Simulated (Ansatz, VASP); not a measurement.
Na in VASP and in Ansatz

```
Na
1.0
     7.13199    0.00000    0.00000
     0.00000    7.13199    0.00000
     0.00000    0.00000    7.13199
Na
1
Cartesian
  0.0000 0.0000 0.0000
```

Alike in both runs: task single point; functional PBEsol; k mesh 6 × 6 × 6; occupations gaussian, width 0.1 eV; no spin polarisation.

|  | VASP | Ansatz |
| --- | --- | --- |
| version | VASP 6.6.1 | Ansatz 0.2.0 |
| potentials or method | VASP PAW PBE potentials, release 64 (Na_pv), cutoff 520 eV | scalar-relativistic, plane waves, PAW |
| valence electrons in the cell | 7 | 9 |

```csv
,VASP,Ansatz,Ansatz less VASP
gap on the k mesh at the Fermi level (eV),none,none,-
pressure (GPa),-0.1,-0.1,0.00
```

VASP's potentials were made for PBE, not for PBEsol. A gap of «none» marks a metal or a gap that the smearing closes. VASP's potentials hold 7 valence electrons a cell and Ansatz's 9, so a difference there can come from the potentials and not from the codes.
